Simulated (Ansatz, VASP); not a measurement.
MgS: VASP beside Ansatz

The input POSCAR:

```
MgS
1.0
    3.5838269572      0.0000000000      0.0000000000
   -1.7919134786      3.1036851877      0.0000000000
    0.0000000000      0.0000000000      6.0434657763
Mg S
2 2
Direct
    0.0000000000      0.0000000000      0.0000000000
    0.0000000000      0.0000000000      0.5000000000
    0.3333333333      0.6666666667      0.2500000000
    0.6666666667      0.3333333333      0.7500000000
```

The input INCAR.step1:

```
SYSTEM = MgS
PREC = Accurate ; ENCUT = 520
ISMEAR = 0 ; SIGMA = 0.01
LREAL = .FALSE. ; LASPH = .TRUE.
NELM = 100 ; NBANDS = 16
GGA = PE ; ALGO = Normal
EDIFF = 1E-4 ; LWAVE = .TRUE.
LCHARG = .FALSE.
```

The input INCAR.step2:

```
SYSTEM = MgS
PREC = Accurate ; ENCUT = 520
EDIFF = 1E-7 ; ISMEAR = 0
SIGMA = 0.01 ; LREAL = .FALSE.
LASPH = .TRUE. ; NELM = 100
ALGO = Normal ; ISIF = 2
LWAVE = .FALSE. ; LCHARG = .FALSE.
METAGGA = R2SCAN ; LMIXTAU = .TRUE.
NBANDS = 16 ; ISTART = 1
```

The input KPOINTS:

```
regular mesh
0
G
  12 12 4
  0 0 0
```

Input for Ansatz:

```yaml
crystal:
  lattice:
    - [3.5838269572, 0.0, 0.0]
    - [-1.7919134786, 3.1036851877, 0.0]
    - [0.0, 0.0, 6.0434657763]
  atoms:
    - { symbol: Mg, position: [0.0, 0.0, 0.0] }
    - { symbol: Mg, position: [0.0, 0.0, 0.5] }
    - { symbol: S, position: [0.3333333333, 0.6666666667, 0.25] }
    - { symbol: S, position: [0.6666666667, 0.3333333333, 0.75] }
kpoints:
  mp_grid: { grid: [12, 12, 4] }
  band_path:
    path:
      - [0.0, 0.0, 0.0]
      - [0.5, 0.0, 0.0]
      - [0.3333333333, 0.3333333333, 0.0]
      - [0.0, 0.0, 0.5]
      - [0.5, 0.0, 0.5]
      - [0.3333333333, 0.3333333333, 0.5]
    npoints: 1
hamiltonian:
  xc: r2scan
scf:
  occupations: { method: fixed }
  n_extra_bands: 5
output:
  forces: true
  stress: true
  eigenvalues: true
```

Change from the starting cell: hydrostatic strain -1.7%.

Alike in both runs: task single point; functional r2SCAN; k mesh 12 × 12 × 4; no spin polarisation.

```csv
,VASP,Ansatz
version,VASP 6.6.1,Ansatz 0.2.0
potentials or method,"VASP PAW PBE potentials, release 64 (Mg, S)","plane waves, PAW"
plane-wave cutoff (eV),520,500
occupations,"gaussian, width 0.01 eV",fixed
valence electrons in the cell,16,32
```

|  | VASP | Ansatz | Ansatz less VASP |
| --- | --- | --- | --- |
| gap on the k mesh at the Fermi level (eV) | 4.13 | 4.15 | +0.021 |
| pressure (GPa) | 4.0 | 4.5 | +0.50 |
| traceless stress, the component that is largest in VASP (GPa) | 0.12 | 0.18 | +0.053 |

VASP's potentials were made for PBE, not for r2SCAN. VASP's potentials hold 16 valence electrons a cell and Ansatz's 32, so a difference there can come from the potentials and not from the codes.
